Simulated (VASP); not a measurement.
# Ga (C2/c) in VASP: further runs, part 3 of 3

VASP 6.6.1. Earlier steps stand in the parts before.

### Step 5. Single point, PBE

The input, INCAR:

```
SYSTEM = Ga
PREC     = Accurate       ! precision mode
ENCUT    = 520            ! plane-wave cutoff, eV
EDIFF    = 1E-6           ! SCF threshold, eV
ISMEAR   = 0              ! smearing method
SIGMA    = 0.022          ! smearing width, eV
LREAL    = .False.        ! projectors in reciprocal space
LASPH    = .True.         ! aspherical terms in the spheres
NELM     = 80             ! most SCF steps
ALGO     = Fast           ! electronic algorithm
ISIF     = 2              ! what is computed and relaxed
LWAVE    = .False.        ! write WAVECAR
LCHARG   = .False.        ! write CHGCAR
GGA      = PE             ! functional
NBANDS   = 20             ! bands
```

The input, KPOINTS:

```
Automatic mesh
0
Gamma
  10 10 8
  0 0 0
```

The input, POSCAR:

```
Ga
1.0
    1.3830000000     -4.0265000000      0.0000000000
    1.3830000000      4.0265000000      0.0000000000
   -0.1174474948      0.0000000000      3.3299294416
Ga
2
Direct
    0.1310000000      0.8690000000      0.7500000000
    0.8690000000      0.1310000000      0.2500000000
```

Potentials or basis: VASP PAW PBE potentials, release 64 (Ga_d).

The run is started by

```
$ cat potpaw_PBE.64/Ga_d/POTCAR > POTCAR
$ mpirun -np 1 vasp_std > vasp.out
```

OUTCAR:

```text
SYSTEM = Ga
   PREC = Accurate
   ENCUT = 520
   EDIFF = 1E-6
   ISMEAR = 0
   LREAL = .False.
   LASPH = .True.
   NELM = 80
   ISIF = 2
   GGA = PE

 ion  position               nearest neighbor table
   1  0.131  0.869  0.750-   2 2.69   2 2.69   2 2.86   2 2.86   2 2.92   2 2.92
   2  0.869  0.131  0.250-   1 2.69   1 2.69   1 2.86   1 2.86   1 2.92   1 2.92

  LATTYP: Found a base centered monoclinic cell.
 ALAT       =     2.7660000000
 B/A-ratio  =     2.9114244396
 C/A-ratio  =     1.2046276211
 COS(beta)  =    -0.0352483478

  Lattice vectors:

 A1 = (   1.3830000000,  -4.0265000000,   0.0000000000)
 A2 = (   1.3830000000,   4.0265000000,   0.0000000000)
 A3 = (  -0.1174474948,   0.0000000000,   3.3299294416)

Analysis of symmetry for initial positions (statically):
=====================================================================
 Subroutine PRICEL returns:
 Original cell was already a primitive cell.

 Routine SETGRP: Setting up the symmetry group for a
 base centered monoclinic supercell.

 Subroutine GETGRP returns: Found  4 space group operations
 (whereof  2 operations were pure point group operations)
 out of a pool of  4 trial point group operations.

The static configuration has the point symmetry S_2 .
 The point group associated with its full space group is C_2h.

Analysis of symmetry for dynamics (positions and initial velocities):
=====================================================================
 Subroutine PRICEL returns:
 Original cell was already a primitive cell.

 Routine SETGRP: Setting up the symmetry group for a
 base centered monoclinic supercell.

 Subroutine GETGRP returns: Found  4 space group operations
 (whereof  2 operations were pure point group operations)
 out of a pool of  4 trial point group operations.

The dynamic configuration has the point symmetry S_2 .
 The point group associated with its full space group is C_2h.

 Subroutine INISYM returns: Found  4 space group operations
 (whereof  2 operations are pure point group operations),
 and found     1 'primitive' translations

----------------------------------------------------------------------------------------

                                     Primitive cell

  volume of cell :      37.0864

  direct lattice vectors                    reciprocal lattice vectors
     1.383000000 -4.026500000  0.000000000     0.361532899 -0.124177325  0.012751361
     1.383000000  4.026500000  0.000000000     0.361532899  0.124177325  0.012751361
    -0.117447495  0.000000000  3.329929442     0.000000000  0.000000000  0.300306663

  length of vectors
     4.257392541  4.257392541  3.332000000     0.382476983  0.382476983  0.300306663

  position of ions in fractional coordinates (direct lattice)
     0.131000000  0.869000000  0.750000000
     0.869000000  0.131000000  0.250000000

  ion indices of the primitive-cell ions
   primitive index   ion index
                 1           1
                 2           2

----------------------------------------------------------------------------------------

 KPOINTS: Automatic mesh

Automatic generation of k-mesh.
 Grid dimensions read from file:
 generate k-points for:   10   10    8

 Generating k-lattice:

  Cartesian coordinates                     Fractional coordinates (reciprocal lattice)
     0.036153290 -0.012417733  0.001275136     0.100000000  0.000000000 -0.000000000
     0.036153290  0.012417733  0.001275136     0.000000000  0.100000000 -0.000000000
     0.000000000  0.000000000  0.037538333     0.000000000  0.000000000  0.125000000

  Length of vectors
     0.038247698  0.038247698  0.037538333

  Shift w.r.t. Gamma in fractional coordinates (k-lattice)
     0.000000000  0.000000000  0.000000000

 Subroutine IBZKPT returns following result:
 ===========================================

 Found    227 irreducible k-points:

 Following reciprocal coordinates:
            Coordinates               Weight
  0.000000  0.000000  0.000000      1.000000
  0.100000 -0.000000  0.000000      4.000000
  0.200000 -0.000000  0.000000      4.000000
  0.300000 -0.000000  0.000000      4.000000
  0.400000 -0.000000  0.000000      4.000000
  0.500000 -0.000000  0.000000      2.000000
[... 16 lines left out ...]
  0.300000  0.300000  0.000000      2.000000
  0.400000  0.300000  0.000000      4.000000
 [... further k-points ...]
   k-points           NKPTS =    227   k-points in BZ     NKDIM =    227   number of bands    NBANDS=     20
   number of dos      NEDOS =    301   number of ions     NIONS =      2
   total plane-waves  NPLWV =  28672
   dimension x,y,z NGX =    32 NGY =   32 NGZ =   28
   dimension x,y,z NGXF=    64 NGYF=   64 NGZF=   56
   ions per type =               2
   NGX,Y,Z   is equivalent  to a cutoff of  12.50, 12.50, 13.97 a.u.
   NGXF,Y,Z  is equivalent  to a cutoff of  24.99, 24.99, 27.94 a.u.
 SYSTEM =  Ga
   PREC   = accura    normal or accurate (medium, high low for compatibility)
   ISTART =      0    job   : 0-new  1-cont  2-samecut
   ICHARG =      2    charge: 1-file 2-atom 10-const
   ISPIN  =      1    spin polarized calculation?
   LNONCOLLINEAR =      F non collinear calculations
   LSORBIT =      F    spin-orbit coupling
   LASPH  =      T    aspherical Exc in radial PAW
   ENCUT  =  520.0 eV  38.22 Ry    6.18 a.u.   7.92  7.92  6.20*2*pi/ulx,y,z
   NELM   =     80;   NELMIN=  2; NELMDL= -5     # of ELM steps
   EDIFF  = 0.1E-05   stopping-criterion for ELM
   LREAL  =      F    real-space projection
   EDIFFG = 0.1E-04   stopping-criterion for IOM
   NSW    =      0    number of steps for IOM
   IBRION =     -1    ionic relax: 0-MD 1-quasi-New 2-CG
   NFREE  =      0    steps in history (QN), initial steepest desc. (CG)
   ISIF   =      2    stress and relaxation
   ISYM   =      2    0-nonsym 1-usesym 2-fastsym
   POTIM  = 0.5000    time-step for ionic-motion
   TEBEG  =    0.0;   TEEND  =   0.0 temperature during run
   PSTRESS=    0.0 pullay stress
   NELECT =      26.0000    total number of electrons
   NUPDOWN=      -1.0000    fix difference up-down
   EMIN   =  10.00;   EMAX   =-10.00  energy-range for DOS
   EFERMI =   0.00;   METHOD = LEGACY
   ISMEAR =     0;   SIGMA  =   0.02  broadening in eV -4-tet -1-fermi 0-gaus
   EFERMI_NEDOS =   21; number of points for ismear=-14 and -15
   IALGO  =     68    algorithm
   IMIX   =      4    mixing-type and parameters
     AMIX     =   0.40;   BMIX     =  1.00
     AMIX_MAG =   1.60;   BMIX_MAG =  1.00
  volume/ion in A,a.u.               =      18.54       125.14
  Fermi-wavevector in a.u.,A,eV,Ry     =   1.454323  2.748273 28.777089  2.115056
  Thomas-Fermi vector in A             =   2.571487
   LORBIT       =      0    0 simple, 1 ext, 2 COOP (PROOUT), +10 PAW based schemes
   GGA     = PE    functional components
   LHFCALC =     F    Hartree Fock is set to
   AEXX    =    0.0000 exact exchange contribution
   IVDW    =     0    specifies the selected vdW correction
   LEPSILON=     F    determine dielectric tensor
   LRPA    =     F    only Hartree local field effects (RPA)
 non-spin polarized calculation
 RMM-DIIS sequential band-by-band and
 Gauss-broadening in eV      SIGMA  =   0.02
  energy-cutoff  :      520.00
  volume of cell :       37.09
 maximum number of plane-waves:      1014
   NGX = 15   NGY = 15   NGZ = 13

 number of electron      26.0000006 magnetization

 Free energy of the ion-electron system (eV)
  ---------------------------------------------------
  ext. energy  EPLUGINS =         0.00000000
  ---------------------------------------------------
  free energy    TOTEN  =        -5.76975482 eV

  energy without entropy =       -5.76951908  energy(sigma->0) =       -5.76963695

 E-fermi :   5.6555     XC(G=0): -11.0586

 val. band max:        5.6514606204   @ k =  -0.2000   0.3000   0.3750
 cond. band min:       5.6632521063   @ k =   0.5000  -0.0000   0.0000
 fundamental gap:      0.0117914859
 Fermi energy:         5.6554839055

 k-point     1 :       0.0000    0.0000    0.0000
  band No.  band energies     occupation
      1      -9.5071      2.00000
      2      -9.4976      2.00000
      3      -9.4614      2.00000
      4      -9.4375      2.00000
      5      -9.1639      2.00000
      6      -9.1628      2.00000
[... 12 lines left out ...]
     19      16.3795      0.00000
[... 513 lines left out ...]
      4      -9.2946      2.00000
      5      -9.2704      2.00000
      6      -9.2231      2.00000
[... 12 lines left out ...]
     19      15.2871      0.00000
     20      17.4875      0.00000

 [... further k-points ...]

------------------------ aborting loop because EDIFF is reached ----------------------------------------

  FORCE on cell =-STRESS in cart. coord.  units (eV):
  Direction    XX          YY          ZZ          XY          YZ          ZX
  --------------------------------------------------------------------------------------
  -------------------------------------------------------------------------------------
  Total        0.5998632      0.4146754      0.0864645      0.0000000      0.0000000      0.1099353
  in kB       25.9148029     17.9144710      3.7353677      0.0000000      0.0000000      4.7493335
  external PRESSURE =      15.8548805 kB  Pullay stress =       0.0000000 kB

 VOLUME and BASIS-vectors are now :
 -----------------------------------------------------------------------------
  energy-cutoff  :      520.00
  volume of cell :       37.09
      direct lattice vectors                 reciprocal lattice vectors
     1.383000000 -4.026500000  0.000000000     0.361532899 -0.124177325  0.012751361
     1.383000000  4.026500000  0.000000000     0.361532899  0.124177325  0.012751361
    -0.117447495  0.000000000  3.329929442     0.000000000  0.000000000  0.300306663

 POSITION                                       TOTAL-FORCE (eV/Angst)
 -----------------------------------------------------------------------------------
      1.29491      2.97156      2.49745         0.000000     -0.217756      0.000000
      1.35364     -2.97156      0.83248        -0.000000      0.217756     -0.000000
 -----------------------------------------------------------------------------------
    total drift:                                0.000000      0.000000     -0.000000

  FREE ENERGIE OF THE ION-ELECTRON SYSTEM (eV)
  ---------------------------------------------------
  free  energy   TOTEN  =        -5.7697548172 eV

  energy  without entropy=       -5.7695190771  energy(sigma->0) =       -5.76963695
```

It took 3 min on 1 thread of Intel Xeon Platinum 8488C (Sapphire Rapids), shared host; peak memory 0.27 GiB.

Results:

```
Free energy            : -5.7698 eV
Pressure               : 1.6 GPa
Largest force          : 0.218 eV/Å
Band gap on the k mesh : zero (bands 13 and 14 overlap by 8.39 eV)
```

Forces in eV/Å, atoms in the order of the input:
```
Ga   0.000 -0.218  0.000
Ga   0.000  0.218  0.000
```

### Step 6. Single point, PBE

The input, INCAR:

```
SYSTEM = Ga
PREC = Accurate
ENCUT = 520
EDIFF = 1E-6
ISMEAR = 0
SIGMA = 0.023
LREAL = .False.
LASPH = .True.
NELM = 60
ALGO = Fast
ISIF = 2
LWAVE = .False.
LCHARG = .False.
GGA = PE
NBANDS = 20
```

The input, KPOINTS:

```
regular mesh
0
Gamma
  10 10 8
  0 0 0
```

POSCAR is that of step 5.

Potentials or basis: VASP PAW PBE potentials, release 64 (Ga_d).

The run is started by

```
$ cat potpaw_PBE.64/Ga_d/POTCAR > POTCAR
$ mpirun -np 1 vasp_std > vasp.out
```

Run time: 3.2 min. Hardware: 1 thread of Intel Xeon Platinum 8488C (Sapphire Rapids), shared host; peak memory 0.26 GiB.

Results (log left out):

```
Free energy            : -5.7698 eV
Pressure               : 1.6 GPa
Largest force          : 0.218 eV/Å
Band gap on the k mesh : zero (bands 13 and 14 overlap by 8.39 eV)
```

Forces in eV/Å, atoms in the order of the input:
```
Ga   0.000 -0.218  0.000
Ga   0.000  0.218  0.000
```

Stress tensor (GPa, compression positive):
```
2.59 0.00 0.48
0.00 1.79 0.00
0.48 0.00 0.38
```

Levels at points of the mesh, in eV from the Fermi level:
| k point | band 11 | band 12 | band 13 | band 14 | band 15 | band 16 |
| --- | --- | --- | --- | --- | --- | --- |
| (0.00, 0.00, 0.00) | -11.23 | -2.09 | -1.62 | 1.63 | 5.44 | 9.70 |
| (0.50, 0.00, 0.00) | -6.05 | -5.02 | -1.34 | 0.01 | 5.78 | 6.59 |
| (0.50, 0.50, 0.00) | -9.10 | -8.60 | 4.00 | 4.58 | 5.82 | 6.04 |
| (0.00, 0.00, 0.50) | -7.78 | -7.78 | 1.70 | 1.70 | 2.45 | 2.45 |
| (0.50, 0.00, 0.50) | -2.87 | -2.85 | -1.64 | -1.50 | 1.75 | 2.29 |
| (0.50, 0.50, 0.50) | -6.01 | -6.01 | -4.39 | -4.39 | 10.86 | 10.86 |

### Step 7. Summary

```csv
smearing,further INCAR settings,gap on the mesh (eV),pressure (GPa),largest force (eV/Å)
gaussian 0.019 eV,ALGO = Fast; EDIFF = 1e-07; NBANDS = 20,none,1.5,0.22
gaussian 0.02 eV,ALGO = Fast; EDIFF = 1e-07; NBANDS = 20,none,1.5,0.22
gaussian 0.021 eV,ALGO = Fast; EDIFF = 1e-06; NBANDS = 20,none,1.6,0.22
gaussian 0.022 eV,ALGO = Fast; EDIFF = 1e-06; NBANDS = 20,none,1.6,0.22
gaussian 0.023 eV,ALGO = Fast; EDIFF = 1e-06; NBANDS = 20,none,1.6,0.22
```

Alike in all rows: task single point; level PBE; potentials or basis VASP PAW PBE potentials, release 64 (Ga_d); no spin polarisation; cell as given; k mesh 10 × 10 × 8; cutoff (eV) 520.

Total energies depend on the potentials used, so only differences within one code and one set of settings carry meaning.
